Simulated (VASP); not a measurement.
Input of a VASP 6.6.1 run:

Contents of INCAR:

```
  PREC = Accurate
  ENCUT = 600
  EDIFF = 1E-7
  ISMEAR = 1
  SIGMA = 0.05
  LREAL = F
  LASPH = T
  NELM = 80
  ALGO = Normal
  ISIF = 3
  LWAVE = F
  LCHARG = F
  IBRION = 2
  NSW = 80
  EDIFFG = -0.02
```

KPOINTS

```
Automatic mesh
0
Gamma
  11 11 11
```

POSCAR

```
Ir
1.0
    0.0000000000      1.9156000000      1.9156000000
    1.9156000000      0.0000000000      1.9156000000
    1.9156000000      1.9156000000      0.0000000000
Ir
1
Direct
    0.0000000000      0.0000000000      0.0000000000
```

Potentials or basis: VASP PAW LDA potentials, release 64 (Ir).

Command:

```sh
$ cat potpaw_LDA.64/Ir/POTCAR > POTCAR
$ mpirun -np 1 vasp_std > vasp.out
```

Task: Predict the space group after relaxing (to 0.05 Å).

Result: Fm-3m (No. 225).

Task: Estimate the relaxed cell.

Result: a = 2.702 Å, b = 2.702 Å, c = 2.702 Å, α = 60.00°, β = 60.00°, γ = 60.00°.

Task: Estimate the relaxed volume.

Result: 13.95 Å³/atom.

Final structure:
```yaml
crystal:
  lattice:
    - [0.00000, 1.91049, 1.91049]
    - [1.91049, 0.00000, 1.91049]
    - [1.91049, 1.91049, 0.00000]
  atoms:
    - { symbol: Ir, position: [0.00000, 0.00000, 0.00000] }
```

 Zero-point motion and thermal expansion aren't in these numbers.
